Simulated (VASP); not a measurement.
# ScTl in VASP: single point with PBE

Aim: the single point of ScTl with PBE.

All numbers are computed with VASP 6.6.1; they aren't measurements. Logs are shortened: lines on timing, memory, paths and dates and some standing lists are left out, and cuts for length are marked.

## Step 1: The cell of the first run

The cell holds a disordered packing, 8 atoms: a = 6.315 Å, b = 7.079 Å, c = 4.890 Å, α = 95.82°, β = 86.43°, γ = 105.72°.

## Step 2: Single point, PBE

INCAR

```
ALGO = Normal
EDIFF = 1E-7
ENCUT = 520
GGA = PE
ISIF = 2
ISMEAR = -1
LASPH = T
LCHARG = T
LELF = T
LREAL = F
LVHAR = T
LWAVE = F
NBANDS = 58
NELM = 80
PREC = Accurate
SIGMA = 0.1
```

KPOINTS

```
Automatic mesh
0
Gamma
  3 3 4
  0.5 0 0.5
```

POSCAR

```
ScTl
1.0
    6.2577200000     -0.7067440000      0.4731370000
   -1.1421250000      6.9865130000     -0.0575770000
   -0.1151100000     -0.4811790000      4.8648230000
Tl Sc
4 4
Direct
    0.3044330000      0.1909240000      0.0422690000
    0.6625660000      0.5683170000      0.5416090000
    0.8496300000      0.9115240000      0.1499700000
    0.4471090000      0.6110860000      0.0646460000
    0.8493190000      0.3367450000      0.0893580000
    0.6107610000      0.9829000000      0.6790120000
    0.1003620000      0.8594760000      0.6223190000
    0.1753330000      0.3941790000      0.5715920000
```

Potentials or basis: VASP PAW PBE potentials, release 64 (Tl_d, Sc_sv).

The run is started by

```
> cat potpaw_PBE.64/Tl_d/POTCAR potpaw_PBE.64/Sc_sv/POTCAR > POTCAR
> mpirun -np 1 vasp_std > vasp.out
```

OUTCAR:

```text
EDIFF = 1E-7
   ENCUT = 520
   GGA = PE
   ISIF = 2
   ISMEAR = -1
   LASPH = T
   LREAL = F
   NELM = 80
   PREC = Accurate

 ion  position               nearest neighbor table
   1  0.304  0.191  0.042-   4 2.86   8 3.01   7 3.02   3 3.06   8 3.09   6 3.11   5 3.29   5 3.33
                             2 3.78   2 3.95
   2  0.663  0.568  0.542-   4 2.85   4 2.85   7 2.99   8 2.99   5 2.99   6 3.04   3 3.17   3 3.68
                             5 3.69   8 3.78   1 3.78   1 3.95
   3  0.850  0.912  0.150-   4 2.86   6 2.98   7 2.99   6 2.99   7 2.99   5 3.06   1 3.06   2 3.17
                             2 3.68
   4  0.447  0.611  0.065-   2 2.85   2 2.85   1 2.86   3 2.86   8 3.07   8 3.20   6 3.29   5 3.61
                             5 3.75
   5  0.849  0.337  0.089-   2 2.99   3 3.06   6 3.14   8 3.15   8 3.15   1 3.29   1 3.33   4 3.61
                             2 3.69   4 3.75
   6  0.611  0.983  0.679-   3 2.98   3 2.99   2 3.04   1 3.11   7 3.13   5 3.14   4 3.29   7 3.42

   7  0.100  0.859  0.622-   3 2.99   3 2.99   2 2.99   1 3.02   6 3.13   6 3.42
   8  0.175  0.394  0.572-   2 2.99   1 3.01   4 3.07   1 3.09   5 3.15   5 3.15   4 3.20   2 3.78

  LATTYP: Found a triclinic cell.
 ALAT       =     6.3152518003
 B/A-ratio  =     2.0104476497
 C/A-ratio  =     0.7743027452
 COS(alpha) =     0.0053563675
 COS(beta)  =     0.0622217060
 COS(gamma) =     0.8437458057

  Lattice vectors:

 A1 = (   6.2577200000,  -0.7067440000,   0.4731370000)
 A2 = (  11.3733150000,   5.5730250000,   0.8886970000)
 A3 = (  -0.1151100000,  -0.4811790000,   4.8648230000)

Analysis of symmetry for initial positions (statically):
=====================================================================
 Subroutine PRICEL returns:
 Original cell was already a primitive cell.

 Routine SETGRP: Setting up the symmetry group for a
 triclinic supercell.

 Subroutine GETGRP returns: Found  1 space group operations
 (whereof  1 operations were pure point group operations)
 out of a pool of  2 trial point group operations.

The static configuration has the point symmetry C_1 .

Analysis of symmetry for dynamics (positions and initial velocities):
=====================================================================
 Subroutine PRICEL returns:
 Original cell was already a primitive cell.

 Routine SETGRP: Setting up the symmetry group for a
 triclinic supercell.

 Subroutine GETGRP returns: Found  1 space group operations
 (whereof  1 operations were pure point group operations)
 out of a pool of  2 trial point group operations.

The dynamic configuration has the point symmetry C_1 .

 Subroutine INISYM returns: Found  1 space group operations
 (whereof  1 operations are pure point group operations),
 and found     1 'primitive' translations

----------------------------------------------------------------------------------------

                                     Primitive cell

  volume of cell :     209.2240

  direct lattice vectors                    reciprocal lattice vectors
     6.257720000 -0.706744000  0.473137000     0.162316232  0.026588082  0.006470502
    -1.142125000  6.986513000 -0.057577000     0.015344901  0.145763246  0.014780510
    -0.115110000 -0.481179000  4.864823000    -0.015604741 -0.000860709  0.205102957

  length of vectors
     6.315251800  7.079486459  4.889916805     0.164606661  0.147312095  0.205697525

  position of ions in fractional coordinates (direct lattice)
     0.304433000  0.190924000  0.042269000
     0.662566000  0.568317000  0.541609000
     0.849630000  0.911524000  0.149970000
     0.447109000  0.611086000  0.064646000
     0.849319000  0.336745000  0.089358000
     0.610761000  0.982900000  0.679012000
     0.100362000  0.859476000  0.622319000
     0.175333000  0.394179000  0.571592000

  ion indices of the primitive-cell ions
   primitive index   ion index
                 1           1
                 2           2
                 3           3
                 4           4
                 5           5
                 6           6
                 7           7
                 8           8

----------------------------------------------------------------------------------------

 KPOINTS: Automatic mesh

Automatic generation of k-mesh.
 Grid dimensions read from file:
 generate k-points for:    3    3    4

 Generating k-lattice:

  Cartesian coordinates                     Fractional coordinates (reciprocal lattice)
     0.054105411  0.008862694  0.002156834     0.333333333  0.000000000  0.000000000
     0.005114967  0.048587749  0.004926837    -0.000000000  0.333333333  0.000000000
    -0.003901185 -0.000215177  0.051275739     0.000000000  0.000000000  0.250000000

  Length of vectors
     0.054868887  0.049104032  0.051424381

  Shift w.r.t. Gamma in fractional coordinates (k-lattice)
     0.500000000  0.000000000  0.500000000

 Subroutine IBZKPT returns following result:
 ===========================================

 Found     18 irreducible k-points:

 Following reciprocal coordinates:
            Coordinates               Weight
  0.166667 -0.000000  0.125000      2.000000
  0.500000  0.000000  0.125000      2.000000
 -0.166667 -0.000000  0.125000      2.000000
  0.166667  0.333333  0.125000      2.000000
  0.500000  0.333333  0.125000      2.000000
 -0.166667  0.333333  0.125000      2.000000
[... 10 lines left out ...]
  0.500000 -0.333333  0.375000      2.000000
 -0.166667 -0.333333  0.375000      2.000000
   k-points           NKPTS =     18   k-points in BZ     NKDIM =     18   number of bands    NBANDS=     58
   number of dos      NEDOS =    301   number of ions     NIONS =      8
   total plane-waves  NPLWV =  93312
   dimension x,y,z NGX =    48 NGY =   54 NGZ =   36
   dimension x,y,z NGXF=    96 NGYF=  108 NGZF=   72
   ions per type =               4   4
   NGX,Y,Z   is equivalent  to a cutoff of  12.64, 12.68, 12.24 a.u.
   NGXF,Y,Z  is equivalent  to a cutoff of  25.27, 25.36, 24.48 a.u.
 SYSTEM =  unknown system
   PREC   = accura    normal or accurate (medium, high low for compatibility)
   ISTART =      0    job   : 0-new  1-cont  2-samecut
   ICHARG =      2    charge: 1-file 2-atom 10-const
   ISPIN  =      1    spin polarized calculation?
   LNONCOLLINEAR =      F non collinear calculations
   LSORBIT =      F    spin-orbit coupling
   LASPH  =      T    aspherical Exc in radial PAW
   ENCUT  =  520.0 eV  38.22 Ry    6.18 a.u.  11.74 13.16  9.09*2*pi/ulx,y,z
   NELM   =     80;   NELMIN=  2; NELMDL= -5     # of ELM steps
   EDIFF  = 0.1E-06   stopping-criterion for ELM
   LREAL  =      F    real-space projection
   EDIFFG = 0.1E-05   stopping-criterion for IOM
   NSW    =      0    number of steps for IOM
   IBRION =     -1    ionic relax: 0-MD 1-quasi-New 2-CG
   NFREE  =      0    steps in history (QN), initial steepest desc. (CG)
   ISIF   =      2    stress and relaxation
   ISYM   =      2    0-nonsym 1-usesym 2-fastsym
   POTIM  = 0.5000    time-step for ionic-motion
   TEBEG  =    0.0;   TEEND  =   0.0 temperature during run
   PSTRESS=    0.0 pullay stress
   NELECT =      96.0000    total number of electrons
   NUPDOWN=      -1.0000    fix difference up-down
   EMIN   =  10.00;   EMAX   =-10.00  energy-range for DOS
   EFERMI =   0.00;   METHOD = LEGACY
   ISMEAR =    -1;   SIGMA  =   0.10  broadening in eV -4-tet -1-fermi 0-gaus
   EFERMI_NEDOS =   21; number of points for ismear=-14 and -15
   IALGO  =     38    algorithm
   IMIX   =      4    mixing-type and parameters
     AMIX     =   0.40;   BMIX     =  1.00
     AMIX_MAG =   1.60;   BMIX_MAG =  1.00
  volume/ion in A,a.u.               =      26.15       176.49
  Fermi-wavevector in a.u.,A,eV,Ry     =   1.262684  2.386127 21.692742  1.594372
  Thomas-Fermi vector in A             =   2.396080
   LORBIT       =      0    0 simple, 1 ext, 2 COOP (PROOUT), +10 PAW based schemes
   GGA     = PE    functional components
   LHFCALC =     F    Hartree Fock is set to
   AEXX    =    0.0000 exact exchange contribution
   IVDW    =     0    specifies the selected vdW correction
   LEPSILON=     F    determine dielectric tensor
   LRPA    =     F    only Hartree local field effects (RPA)
 non-spin polarized calculation
  energy-cutoff  :      520.00
  volume of cell :      209.22
 maximum number of plane-waves:      5645
 NGX is ok and might be reduce to    48
   NGX = 23   NGY = 27   NGZ = 19

 number of electron      95.9999996 magnetization

 Free energy of the ion-electron system (eV)
  ---------------------------------------------------
  ext. energy  EPLUGINS =         0.00000000
  ---------------------------------------------------
  free energy    TOTEN  =       -32.21766390 eV

  energy without entropy =      -31.90999812  energy(sigma->0) =      -32.06383101

 E-fermi :   5.5698     XC(G=0): -10.0504

 val. band max:        5.5638089069   @ k =  -0.1667   0.0000   0.3750
 cond. band min:       5.5766677683   @ k =  -0.1667  -0.0000   0.1250
 fundamental gap:      0.0128588614
 Fermi energy:         5.5698172023

 k-point     1 :       0.1667   -0.0000    0.1250
  band No.  band energies     occupation
      1     -44.5430      2.00000
      2     -44.5059      2.00000
      3     -44.4274      2.00000
      4     -44.4129      2.00000
      5     -23.2532      2.00000
      6     -23.2027      2.00000
[... 50 lines left out ...]
     57       7.3149      0.00000
     58       7.3880      0.00000

 k-point     2 :       0.5000    0.0000    0.1250
  band No.  band energies     occupation
      1     -44.5430      2.00000
      2     -44.5052      2.00000
      3     -44.4274      2.00000
      4     -44.4137      2.00000
      5     -23.2533      2.00000
      6     -23.2023      2.00000
[... 50 lines left out ...]
     57       7.1655      0.00000
     58       7.4409      0.00000

 k-point     3 :      -0.1667   -0.0000    0.1250
  band No.  band energies     occupation
      1     -44.5430      2.00000
      2     -44.5059      2.00000
      3     -44.4275      2.00000
      4     -44.4129      2.00000
      5     -23.2532      2.00000
      6     -23.2038      2.00000
[... 850 lines left out ...]
      3     -44.4288      2.00000
      4     -44.4137      2.00000
      5     -23.2528      2.00000
      6     -23.2212      2.00000
[... 50 lines left out ...]
     57       7.2357      0.00000
     58       7.2874      0.00000

 k-point    18 :      -0.1667   -0.3333    0.3750
  band No.  band energies     occupation
      1     -44.5415      2.00000
      2     -44.5058      2.00000
      3     -44.4288      2.00000
      4     -44.4129      2.00000
      5     -23.2523      2.00000
      6     -23.2203      2.00000
[... 50 lines left out ...]
     57       7.2045      0.00000
     58       7.4927      0.00000

------------------------ aborting loop because EDIFF is reached ----------------------------------------

  FORCE on cell =-STRESS in cart. coord.  units (eV):
  Direction    XX          YY          ZZ          XY          YZ          ZX
  --------------------------------------------------------------------------------------
  -------------------------------------------------------------------------------------
  Total        5.2054291      1.8535419      5.5990872      3.5758748      1.5997687      0.6240476
  in kB       39.8616902     14.1938945     42.8762111     27.3830283     12.2505719      4.7787782
  external PRESSURE =      32.3105986 kB  Pullay stress =       0.0000000 kB

 VOLUME and BASIS-vectors are now :
 -----------------------------------------------------------------------------
  energy-cutoff  :      520.00
  volume of cell :      209.22
      direct lattice vectors                 reciprocal lattice vectors
     6.257720000 -0.706744000  0.473137000     0.162316232  0.026588082  0.006470502
    -1.142125000  6.986513000 -0.057577000     0.015344901  0.145763246  0.014780510
    -0.115110000 -0.481179000  4.864823000    -0.015604741 -0.000860709  0.205102957

 POSITION                                       TOTAL-FORCE (eV/Angst)
 -----------------------------------------------------------------------------------
      1.68213      1.09840      0.33868         0.540769     -1.216549      0.017827
      3.43472      3.24168      2.91559         1.628991     -1.203607      0.488809
      4.25841      5.69574      1.07909         0.688008      0.771591      0.205946
      2.09250      3.92226      0.49085        -2.487826      1.133231     -0.025663
      4.91991      1.70943      0.81717        -0.179672      0.246234      0.089300
      2.62122      6.10867      3.53565        -0.123176      0.611673     -0.191121
     -0.42523      5.63436      3.02547        -0.025453     -0.061004     -0.378232
      0.58119      2.35498      2.84095        -0.041639     -0.281569     -0.206866
 -----------------------------------------------------------------------------------
    total drift:                                0.000508     -0.000182      0.000133

  FREE ENERGIE OF THE ION-ELECTRON SYSTEM (eV)
  ---------------------------------------------------
  free  energy   TOTEN  =       -32.2176639019 eV

  energy  without entropy=      -31.9099981193  energy(sigma->0) =      -32.06383101
```

Run time: 3.5 min. Hardware: 1 thread of AMD EPYC 9R45 (Zen 5), shared host; peak memory 0.36 GiB.

What came out:

```
Free energy            : -32.2177 eV
Pressure               : 3.2 GPa
Largest force          : 2.734 eV/Å
Band gap on the k mesh : zero (bands 48 and 49 overlap by 0.19 eV)
```

Forces on the atoms (eV/Å):
```
Tl   0.541 -1.217  0.018
Tl   1.629 -1.204  0.489
Tl   0.688  0.772  0.206
Tl  -2.488  1.133 -0.026
Sc  -0.180  0.246  0.089
Sc  -0.123  0.612 -0.191
Sc  -0.025 -0.061 -0.378
Sc  -0.042 -0.282 -0.207
```

Caveat: spin-orbit coupling is left out, which moves the levels of the heavy elements.
